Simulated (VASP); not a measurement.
Runs of VASP 6.6.1 on CsBe3S3. The structure is that of space group Pm-3n (No. 223), or close to it. The cells are those of the table. The cell was generated, and may not be a known phase.

```tsv
task	cell	k mesh	cutoff (eV)	gap on the mesh (eV)	pressure (GPa)	relaxed volume (Å³/atom)
single point	a = 5.485 Å, 14 atoms	4 × 4 × 4	520	none	(b)	-
single point	a = 6.218 Å, 14 atoms	6 × 6 × 6	520	none	0.1	-
relaxation of cell and atoms	relaxed from a = 5.485 Å, 14 atoms	4 × 4 × 4	600	none	-0.1	17.26
relaxation of cell and atoms	relaxed from a = 6.216 Å, 14 atoms	6 × 6 × 6	600	none	0.0	(a)
single point	a = 6.216 Å, 14 atoms	4 × 4 × 4	520	none	0.3	-
```

Alike in all rows: level PBE; potentials or basis VASP PAW PBE potentials, release 64 (Cs_sv, Be, S); no spin polarisation; smearing gaussian 0.1 eV.

Question: Estimate the missing entries.

Answer: (a) 17.21; (b) 55.0.

Caveats: spin-orbit coupling is left out, which moves the levels of the heavy elements; the cell stands under pressure (at least some runs); the volume moved by over 15 % at a fixed basis, so the end points are rough (at least some runs).

A k mesh can miss the band edges, and the runs leave out spin-orbit coupling on Cs.

A gap of «none» marks levels without a gap at the run's occupations.
